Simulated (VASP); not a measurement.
A run of VASP 6.6.1:

INCAR

```
SYSTEM = Bi
PREC = Accurate
ENCUT = 400
EDIFF = 1E-6
ISMEAR = 0
SIGMA = 0.1
LREAL = .FALSE.
LASPH = .TRUE.
NELM = 120
ALGO = Normal
ISIF = 2
LWAVE = .FALSE.
LCHARG = .TRUE.
GGA = PE
LELF = .TRUE.
LVHAR = .TRUE.
NBANDS = 14
GGA_COMPAT = .FALSE.
```

File KPOINTS:

```
Automatic mesh
0
G
  8 8 8
  0 0 0
```

The input POSCAR:

```
Bi
1.0
    3.9917090000      0.0000000000      0.0000000000
    0.0000000000      3.9917090000      0.0000000000
    0.0000000000      0.0000000000      3.9917090000
Bi
1
Direct
    0.5000000000      0.5000000000      0.5000000000
```

Potentials or basis: VASP PAW PBE potentials, release 64 (Bi_d).

Command:

```sh
$ cat potpaw_PBE.64/Bi_d/POTCAR > POTCAR
$ mpirun -np 1 vasp_std > vasp.out
```

Hardware: 1 thread of Intel(R) Xeon(R) 6975P-C (Granite Rapids) (shared host).

**Question.** How long does it take, and how much memory?

**Answer.** It took 17 s on 1 thread of Intel(R) Xeon(R) 6975P-C (Granite Rapids) (shared host), peak memory 0.16 GiB. Counts: scf iterations 12, k points 35.
